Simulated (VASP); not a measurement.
# LaB6: single point with r2SCAN

LaB6:

```
La B
1.0
     4.15234    0.00000    0.00000
     0.00000    4.15234    0.00000
     0.00000    0.00000    4.15234
La B
1 6
Cartesian
  0.0000 0.0000 0.0000
  0.8308 2.0762 2.0762
  3.3216 2.0762 2.0762
  2.0762 2.0762 0.8308
  2.0762 2.0762 3.3216
  2.0762 0.8308 2.0762
  2.0762 3.5216 2.0762
```

This cell differs from its parent crystal: atom 7 (B) moved 0.2 Å along y.

```yaml
Program: VASP 6.6.1
Task: single point
Functional: r2SCAN
Potentials_or_basis: VASP PAW PBE potentials, release 64 (La, B)
Cutoff: 520 eV
k_mesh: 8 × 8 × 8
Occupations: gaussian, width 0.05 eV
Spin: no spin polarisation
```

```json
{
  "Pressure": "1.5 GPa",
  "Largest force": "8.413 eV/Å",
  "Band gap on the k mesh": "zero (an odd number of electrons rules out a gap without spin polarisation)"
}
```

Forces in eV/Å, atoms in the order of the input:
```
La   0.000  0.057  0.000
B    0.182  0.747  0.000
B   -0.182  0.747  0.000
B    0.000  0.747  0.182
B    0.000  0.747 -0.182
B    0.000  5.367  0.000
B    0.000 -8.413  0.000
```

Stress tensor (GPa, compression positive):
```
-0.05  0.00  0.00
 0.00  4.75  0.00
 0.00  0.00 -0.05
```

Levels at points of the mesh, in eV from the Fermi level:
| k point | band 12 | band 13 | band 14 | band 15 | band 16 | band 17 |
| --- | --- | --- | --- | --- | --- | --- |
| (0.00, 0.00, 0.00) | -1.75 | -1.35 | -1.35 | -0.02 | -0.02 | 0.50 |
| (0.50, 0.00, 0.00) | -3.40 | -2.92 | -2.61 | -0.91 | 1.22 | 1.80 |
| (0.00, 0.50, 0.00) | -3.72 | -3.72 | -2.37 | -1.33 | 1.90 | 2.11 |
| (0.50, 0.50, 0.00) | -4.49 | -3.68 | -2.64 | 1.33 | 1.48 | 2.39 |
| (0.50, 0.00, 0.50) | -4.29 | -2.76 | -2.76 | 1.01 | 1.01 | 2.41 |
| (0.50, 0.50, 0.50) | -3.17 | -1.96 | -1.96 | 1.99 | 2.13 | 2.13 |

It took 3.3 min on 1 thread of Intel(R) Xeon(R) 6975P-C (Granite Rapids), on a shared host, peak memory 0.27 GiB.

Caveat: the cell differs from its parent crystal (atom 7 (B) moved 0.2 Å along y); the PAW data sets were made with another functional, which shifts forces and pressure a little; spin-orbit coupling is left out, which moves the levels of the heavy elements; an odd number of electrons without spin polarisation forces a metal; a magnetic or distorted state may lie lower.
